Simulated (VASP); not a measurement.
# Ca (I4/mmm) in VASP: a series of runs, part 2 of 2

VASP 6.6.1. Earlier steps stand in the parts before.

**4. Single point, PBEsol (strain +0.040 along x and y, +0.080 along z)**

File INCAR:

```
PREC     = Accurate       # precision mode
ENCUT    = 520            # plane-wave cutoff, eV
EDIFF    = 1E-7           # SCF threshold, eV
ISMEAR   = 0              # smearing method
SIGMA    = 0.15           # smearing width, eV
LREAL    = F              # projectors in reciprocal space
LASPH    = T              # aspherical terms in the spheres
NELM     = 80             # most SCF steps
ALGO     = Fast           # electronic algorithm
ISIF     = 2              # what is computed and relaxed
LWAVE    = F              # write WAVECAR
LCHARG   = F              # write CHGCAR
GGA      = PS             # functional
NBANDS   = 11             # bands
```

File KPOINTS:

```
regular mesh
0
Gamma
  14 14 14
```

File POSCAR:

```
Ca
1.0
    0.0000000000      2.9059680000      3.0177360000
    2.9059680000      0.0000000000      3.0177360000
    2.9059680000      2.9059680000      0.0000000000
Ca
1
Direct
    0.0000000000      0.0000000000      0.0000000000
```

Potentials or basis: VASP PAW PBE potentials, release 64 (Ca_sv).

On the command line:

```console
$ cat potpaw_PBE.64/Ca_sv/POTCAR > POTCAR
$ mpirun -np 1 vasp_std > vasp.out
```

OUTCAR:

```text
PREC = Accurate
   ENCUT = 520
   EDIFF = 1E-7
   ISMEAR = 0
   LREAL = F
   LASPH = T
   NELM = 80
   ISIF = 2
   GGA = PS

 ion  position               nearest neighbor table
   1  0.000  0.000  0.000-

  LATTYP: Found a body centered tetragonal cell.
 ALAT       =     4.1096593574
 C/A-ratio  =     1.4686063917

  Lattice vectors:

 A1 = (  -2.9059680000,   0.0000000000,   3.0177360000)
 A2 = (   2.9059680000,   0.0000000000,   3.0177360000)
 A3 = (   0.0000000000,   2.9059680000,  -3.0177360000)
[... 515 lines left out ...]
     11       7.7285      0.00000

 [... further k-points ...]

------------------------ aborting loop because EDIFF is reached ----------------------------------------

  FORCE on cell =-STRESS in cart. coord.  units (eV):
  Direction    XX          YY          ZZ          XY          YZ          ZX
  --------------------------------------------------------------------------------------
  -------------------------------------------------------------------------------------
  Total       -0.8591507     -0.8591507     -0.9526539      0.0000000     -0.0000000      0.0000000
  in kB      -27.0076649    -27.0076649    -29.9469681      0.0000000     -0.0000000      0.0000000
  external PRESSURE =     -27.9874326 kB  Pullay stress =       0.0000000 kB

 VOLUME and BASIS-vectors are now :
 -----------------------------------------------------------------------------
  energy-cutoff  :      520.00
  volume of cell :       50.97
      direct lattice vectors                 reciprocal lattice vectors
     0.000000000  2.905968000  3.017736000    -0.172059706  0.172059706  0.165687124
     2.905968000  0.000000000  3.017736000     0.172059706 -0.172059706  0.165687124
     2.905968000  2.905968000  0.000000000     0.172059706  0.172059706 -0.165687124

 POSITION                                       TOTAL-FORCE (eV/Angst)
 -----------------------------------------------------------------------------------
      0.00000      0.00000      0.00000         0.000000      0.000000      0.000000
 -----------------------------------------------------------------------------------
    total drift:                                0.000000      0.000000      0.000000

  FREE ENERGIE OF THE ION-ELECTRON SYSTEM (eV)
  ---------------------------------------------------
  free  energy   TOTEN  =        -2.0354569836 eV

  energy  without entropy=       -2.0205159062  energy(sigma->0) =       -2.02798644
```

OSZICAR:

```text
N       E                     dE             d eps       ncg     rms          rms(c)
DAV:   1     0.639591511437E+02    0.63959E+02   -0.48198E+03  5368   0.794E+02
DAV:   2    -0.475711769041E+00   -0.64435E+02   -0.63906E+02  5911   0.202E+02
DAV:   3    -0.195670820876E+01   -0.14810E+01   -0.14623E+01  8159   0.296E+01
DAV:   4    -0.203203108616E+01   -0.75323E-01   -0.74959E-01  7151   0.507E+00
DAV:   5    -0.203351061323E+01   -0.14795E-02   -0.14792E-02  7753   0.635E-01    0.240E+00
RMM:   6    -0.203494795951E+01   -0.14373E-02   -0.57933E-03  5819   0.980E-01    0.147E+00
RMM:   7    -0.203533401628E+01   -0.38606E-03   -0.20957E-02  6159   0.191E+00    0.108E-01
RMM:   8    -0.203535817051E+01   -0.24154E-04   -0.20817E-03  6826   0.350E-01    0.206E-02
RMM:   9    -0.203543021751E+01   -0.72047E-04   -0.72579E-04  7996   0.157E-01    0.231E-02
RMM:  10    -0.203545200061E+01   -0.21783E-04   -0.13774E-04  8499   0.768E-02    0.294E-03
RMM:  11    -0.203545544382E+01   -0.34432E-05   -0.28997E-05  8784   0.286E-02    0.547E-03
RMM:  12    -0.203545685129E+01   -0.14075E-05   -0.50202E-06  8004   0.208E-02    0.257E-03
RMM:  13    -0.203545661441E+01    0.23688E-06   -0.19747E-06  8258   0.861E-03    0.196E-03
RMM:  14    -0.203545680183E+01   -0.18742E-06   -0.49592E-07  6540   0.479E-03    0.131E-03
RMM:  15    -0.203545699562E+01   -0.19379E-06   -0.11612E-07  5367   0.280E-03    0.115E-04
RMM:  16    -0.203545698356E+01    0.12058E-07   -0.49151E-08  4220   0.127E-03
   1 F= -.20354570E+01 E0= -.20279864E+01  d E =-.149411E-01
```

stdout:

```text
POSCAR found type information on POSCAR Ca
 POSCAR found :  1 types and       1 ions
 scaLAPACK will be used
 -----------------------------------------------------------------------------
|                                                                             |
|                                                                             |
|     You enforced a specific xc type in the INCAR file but a different       |
[... 21 lines left out ...]
WARNING in EDDRMM: call to ZHEGV failed, returncode =   6  3      6
WARNING in EDDRMM: call to ZHEGV failed, returncode =   8  4     10
WARNING in EDDRMM: call to ZHEGV failed, returncode =   6  3      6
WARNING in EDDRMM: call to ZHEGV failed, returncode =   8  4      9
WARNING in EDDRMM: call to ZHEGV failed, returncode =   8  4      8
WARNING in EDDRMM: call to ZHEGV failed, returncode =   6  3      9
WARNING in EDDRMM: call to ZHEGV failed, returncode =   8  4      9
```

Wall time 2.5 min (1 thread of Intel Xeon 8259CL, shared host); peak memory 0.28 GiB.

Results:

```yaml
Free_energy: -2.0355 eV
Pressure: -2.8 GPa
Band_gap_on_the_k_mesh: zero (bands 5 and 6 overlap by 0.52 eV)
```

Caveat: the cell differs from its parent crystal (strain +0.040 along x and y, +0.080 along z); the PAW data sets were made with another functional, which shifts forces and pressure a little.

**5. Overview**

```tsv
cell	gap on the mesh (eV)	pressure (GPa)
a = 3.873, b = 3.873, c = 3.794 Å, angles 60.7, 60.7, 58.6°, 1 atom	none	0.2
a = 4.031, b = 4.031, c = 3.952 Å, angles 60.7, 60.7, 58.7°, 1 atom	none	-1.7
a = 4.189, b = 4.189, c = 4.110 Å, angles 60.6, 60.6, 58.7°, 1 atom	none	-2.8
```

Alike in all rows: task single point; level PBEsol; potentials or basis VASP PAW PBE potentials, release 64 (Ca_sv); no spin polarisation; k mesh 14 × 14 × 14; cutoff (eV) 520; smearing gaussian 0.15 eV.

Caveats: the PAW data sets were made with another functional, which shifts forces and pressure a little.

Total energies depend on the potentials used, so only differences within one code and one set of settings carry meaning.
